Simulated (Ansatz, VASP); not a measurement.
Re in VASP and in Ansatz

INCAR

```
ALGO = Normal
EDIFF = 1E-6
ENCUT = 520
GGA = PS
ISIF = 2
ISMEAR = -1
LASPH = T
LCHARG = F
LREAL = F
LWAVE = F
NBANDS = 10
NELM = 80
PREC = Accurate
SIGMA = 0.05
```

KPOINTS

```
k-points
0
Gamma
  14 14 14
```

POSCAR

```
Re
1.0
    0.0197500000      1.9848750000      1.9848750000
    1.9848750000      0.0197500000      1.9848750000
    1.9848750000      1.9848750000      0.0197500000
Re
1
Direct
    0.0000000000      0.0000000000      0.0000000000
```

Input for Ansatz:

```yaml
crystal:
  lattice:
    - [0.01975, 1.984875, 1.984875]
    - [1.984875, 0.01975, 1.984875]
    - [1.984875, 1.984875, 0.01975]
  atoms:
    - { symbol: Re, position: [0.0, 0.0, 0.0] }
kpoints:
  mp_grid: { grid: [14, 14, 14] }
  band_path:
    path:
      - [0.0, 0.0, 0.0]
      - [0.5, 0.5, 0.5]
      - [0.247543133, 0.5, 0.752456867]
      - [-0.247543133, 0.247543133, 0.5]
      - [0.0, 0.0, 0.5]
      - [0.0, 0.0, 0.0]
      - [-0.3737715665, 0.0, 0.3737715665]
      - [0.0, 0.3737715665, 0.6262284335]
      - [0.0, 0.5, 0.5]
    npoints: 5
scf:
  occupations: { method: fermi_dirac, width: 0.05 }
hamiltonian:
  xc: pbesol
  pseudopotentials: { kind: all_electron, lapw: { basis_error: 0.00025 } }
output:
  forces: true
  stress: true
  eigenvalues: true
```

Change from the starting cell: equal xy, yz and zx shear strains of +1 %.

Alike in both runs: task single point; functional PBEsol; k mesh 14 × 14 × 14; occupations fermi-dirac, width 0.05 eV; no spin polarisation.

```csv
,VASP,Ansatz
version,VASP 6.6.1,Ansatz 0.2.0
potentials or method,"VASP PAW PBE potentials, release 64 (Re), cutoff 520 eV","all-electron LAPW, scalar-relativistic"
```

```tsv
	VASP	Ansatz	Ansatz less VASP
pressure (GPa)	-18.8	-18.3	+0.56
traceless stress, the component that is largest in VASP (GPa)	-1.60	-1.61	-0.013
```

VASP's potentials were made for PBE, not for PBEsol. Ansatz ran all-electron here, and VASP with PAW potentials.

Neither program's run includes spin-orbit coupling.
